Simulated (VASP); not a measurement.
Rb, 2 atoms in the cell. It takes space group Cmcm (No. 63, orthorhombic). The conventional cell has a = 4.206 Å, b = 8.659 Å, c = 7.601 Å, α = 90.00°, β = 90.00°, γ = 90.00°. Rb (site symmetry m2m) has 12 Rb at 4.21 to 4.81 Å within 5.5 Å.  This cell differs from its parent crystal: normal strain along x -0.1500, normal strain along z -0.0550.

| Property | Result |
| --- | --- |
| Program | VASP 6.6.1 |
| Task | single point |
| Functional | PBE |
| Dispersion | D3(BJ) |
| Potentials or basis | VASP PAW PBE potentials, release 64 (Rb_sv) |
| Cutoff | 520 eV |
| k mesh | 10 × 10 × 6 |
| Occupations | gaussian, width 0.15 eV |
| Spin | no spin polarisation |
| Dipole correction | no |
| Further INCAR settings | ALGO = Fast; EDIFF = 1e-06; NBANDS = 16 |

Potentials or basis: VASP PAW PBE potentials, release 64 (Rb_sv).

The run is started by

```console
$ cat potpaw_PBE.64/Rb_sv/POTCAR > POTCAR
$ mpirun -np 1 vasp_std > vasp.out
```

Hardware: 1 thread of Intel(R) Xeon(R) 6975P-C (Granite Rapids), on a shared host.

Question: Estimate the wall time of this run.

Answer: Run time: 2 min on 1 thread of Intel(R) Xeon(R) 6975P-C (Granite Rapids), with other jobs on the host, peak memory 0.41 GiB. Counts: scf iterations 12, k points 124.
